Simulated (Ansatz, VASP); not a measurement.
**Two plane-wave programs on WS3**

INCAR

```
SYSTEM = WS3
  ALGO = Normal
  EDIFF = 1E-6
  EDIFFG = -0.01
  ENCUT = 600
  GGA = PE
  IBRION = 2
  ISIF = 3
  ISMEAR = 0
  LASPH = .TRUE.
  LCHARG = .FALSE.
  LREAL = .FALSE.
  LWAVE = .FALSE.
  NELM = 100
  NSW = 100
  PREC = Accurate
  SIGMA = 0.02
```

File KPOINTS:

```
k-points
0
G
  3 3 10
  0 0 0
```

POSCAR

```
WS3
1.0
    9.8688827055      0.0000000000      0.0000000000
   -4.9344413527      8.5467031300      0.0000000000
    0.0000000000      0.0000000000      2.9464338952
W S
2 6
Direct
    0.3333333333      0.6666666667      0.2114392590
    0.6666666667      0.3333333333      0.7114392590
    0.5450977019      0.8217758066      0.7620365862
    0.2766781047      0.4549022981      0.7620365862
    0.1782241934      0.7233218953      0.7620365862
    0.4549022981      0.1782241934      0.2620365862
    0.7233218953      0.5450977019      0.2620365862
    0.8217758066      0.2766781047      0.2620365862
```

Input for Ansatz:

```yaml
crystal:
  lattice:
    - [9.8688827055, 0.0, 0.0]
    - [-4.9344413527, 8.54670313, 0.0]
    - [0.0, 0.0, 2.9464338952]
  atoms:
    - { symbol: W, position: [0.3333333333, 0.6666666667, 0.211439259] }
    - { symbol: W, position: [0.6666666667, 0.3333333333, 0.711439259] }
    - { symbol: S, position: [0.5450977019, 0.8217758066, 0.7620365862] }
    - { symbol: S, position: [0.2766781047, 0.4549022981, 0.7620365862] }
    - { symbol: S, position: [0.1782241934, 0.7233218953, 0.7620365862] }
    - { symbol: S, position: [0.4549022981, 0.1782241934, 0.2620365862] }
    - { symbol: S, position: [0.7233218953, 0.5450977019, 0.2620365862] }
    - { symbol: S, position: [0.8217758066, 0.2766781047, 0.2620365862] }
basis:
  ecutwfc: 420
kpoints:
  mp_grid: { grid: [3, 3, 10] }
hamiltonian:
  xc: pbe
scf:
  occupations: { method: gaussian, width: 0.02 }
output:
  forces: true
  stress: true
  eigenvalues: true
relax:
  adjacent_minimum: "off"
  f_tol: 0.01
  max_steps: 80
  cell: { stress_tol: 0.05 }
```

Change from the starting cell: the structure that the rattled cell fell into.

Alike in both runs: task relaxation of cell and atoms; functional PBE; k mesh 3 × 3 × 10; occupations gaussian, width 0.02 eV; no spin polarisation.

|  | VASP | Ansatz |
| --- | --- | --- |
| version | VASP 6.6.1 | Ansatz 0.2.0 |
| potentials or method | VASP PAW PBE potentials, release 64 (W_sv, S), cutoff 600 eV | scalar-relativistic, plane waves, PAW |
| valence electrons in the cell | 64 | 64 |

VASP gave:

- gap on the k mesh at the Fermi level, each at its own relaxed structure (eV): 0.84
- relaxed volume (Å³/atom): 31.07
- relaxed length of the cell vector where the two differ most in proportion (Å): 2.946

**Question.** Which values does Ansatz return?

**Answer.** gap on the k mesh at the Fermi level, each at its own relaxed structure (eV): 0.82; relaxed volume (Å³/atom): 31.07; relaxed length of the cell vector where the two differ most in proportion (Å): 2.946.

Spin-orbit coupling is off throughout. Noted on VASP's run: the relaxation stopped at its first step, so nothing moved.
